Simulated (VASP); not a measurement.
WSe2, 6 atoms in the cell. The cell holds a slab with vacuum, 6 atoms: a = 3.438 Å, b = 3.447 Å, c = 24.809 Å, α = 90.04°, β = 90.55°, γ = 119.95°.  This cell differs from its parent crystal: atoms moved at random and the cell strained at random.

* Program: VASP 6.6.1
* Task: single point
* Functional: PBE
* Potentials or basis: VASP PAW PBE potentials, release 64 (W_sv, Se)
* Cutoff: 520 eV
* k mesh: 9 × 9 × 2
* Occupations: gaussian, width 0.02 eV
* Spin: no spin polarisation
* Dipole correction: no
* Further INCAR settings: ALGO = Normal; EDIFF = 1e-07; NBANDS = 35

Potentials or basis: VASP PAW PBE potentials, release 64 (W_sv, Se).

Command:

```sh
$ cat potpaw_PBE.64/W_sv/POTCAR potpaw_PBE.64/Se/POTCAR > POTCAR
$ mpirun -np 1 vasp_std > vasp.out
```

Hardware: 1 thread of AMD EPYC 9R14 (Zen 4) (shared host).

How long does it take, and how much memory?

Wall time 14 min on 1 thread of AMD EPYC 9R14 (Zen 4), with other jobs on the host, peak memory 0.75 GiB. Counts: scf iterations 26, k points 82.
